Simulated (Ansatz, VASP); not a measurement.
# Two plane-wave programs on MoS2

```xyz
6
Lattice="3.1916 0.0000 0.0000 -1.5958 2.7640 0.0000 0.0000 0.0000 42.3540" Properties=species:S:1:pos:R:3 pbc="T T T"
S     1.5958    0.9213    9.0675
S     1.5958    0.9213   12.1746
S     0.0000    1.8427   15.1024
S     0.0000    1.8427   18.2095
Mo    0.0000    1.8427   10.6218
Mo    1.5958    0.9213   16.6552
```

Alike in both runs: functional PBE; dispersion D3(BJ); k mesh 12 × 12 × 1; occupations gaussian, width 0.02 eV; no spin polarisation.

Ansatz relaxed the structure, and its values are those at the end. VASP's run is a single point on that final structure, the one shown.

|  | VASP | Ansatz |
| --- | --- | --- |
| version | VASP 6.6.1 | Ansatz 0.2.0 |
| potentials or method | VASP PAW PBE potentials, release 64 (S, Mo_sv) | scalar-relativistic, plane waves, PAW |
| plane-wave cutoff (eV) | 520 | 420 |
| valence electrons in the cell | 52 | 52 |

```tsv
	VASP	Ansatz	Ansatz less VASP
gap on the k mesh at the Fermi level (eV)	1.03	1.01	-0.017
least direct gap on the mesh (eV)	1.61	1.60	-0.004
rms of the force components (eV/Å)	0.006	0.001	-0.0047
```

Ansatz's warnings: slab cell height set.
